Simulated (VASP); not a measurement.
## Ba2BiSb2: single point with PBE

Crystal: Ba2BiSb2.

```
CELL_PARAMETERS angstrom
-2.40130 3.84390 4.95000
2.40130 -3.84390 4.95000
2.40130 3.84390 -4.95000
ATOMIC_POSITIONS crystal
Ba 0.72021 0.22021 0.50000
Ba 0.27979 0.77979 0.50000
Sb 0.70160 0.50000 0.20160
Sb 0.29840 0.50000 0.79840
Bi 0.00000 0.00000 0.00000
```

```json
{"Program": "VASP 6.6.1", "Task": "single point", "Functional": "PBE", "Potentials or basis": "VASP PAW PBE potentials, release 64 (Ba_sv, Sb, Bi_d)", "Cutoff": "520 eV", "k mesh": "4 × 4 × 4", "Occupations": "gaussian, width 0.1 eV", "Spin": "no spin polarisation", "Dipole correction": "no", "Further INCAR settings": "ALGO = Normal; EDIFF = 1e-06; NBANDS = 30"}
```

The pressure is 1.2 GPa and the largest force is 0.037 eV/Å.

Forces in eV/Å, atoms in the order of the input:
```
Ba   0.000  0.000 -0.037
Ba   0.000  0.000  0.037
Sb   0.000  0.032  0.000
Sb   0.000 -0.032  0.000
Bi   0.000  0.000  0.000
```

Stress tensor (GPa, compression positive):
```
0.92 0.00 0.00
0.00 0.88 0.00
0.00 0.00 1.93
```

Levels at points of the mesh, in eV from the Fermi level:
```
           k point  band 20  band 21  band 22  band 23  band 24  band 25
(0.00, 0.00, 0.00)    -1.46    -0.70    -0.69    -0.58     0.39     1.27
(0.50, 0.00, 0.00)    -2.03    -1.30    -0.08     0.39     0.97     1.61
(0.00, 0.50, 0.00)    -1.46    -1.33    -1.19     1.24     1.77     2.25
(0.50, 0.50, 0.00)    -1.60    -1.43    -1.31    -0.69     0.96     2.47
(0.50, 0.50, 0.50)    -1.12    -0.36    -0.04     0.04     0.37     1.12
```

Wall time 88 s on 1 thread of Intel(R) Xeon(R) Platinum 8375C CPU @ 2.90GHz (Ice Lake) (shared host), peak memory 0.4 GiB.

Caveat: the k points lie up to 0.39 Å⁻¹ apart; spin-orbit coupling is left out, which moves the levels of the heavy elements.
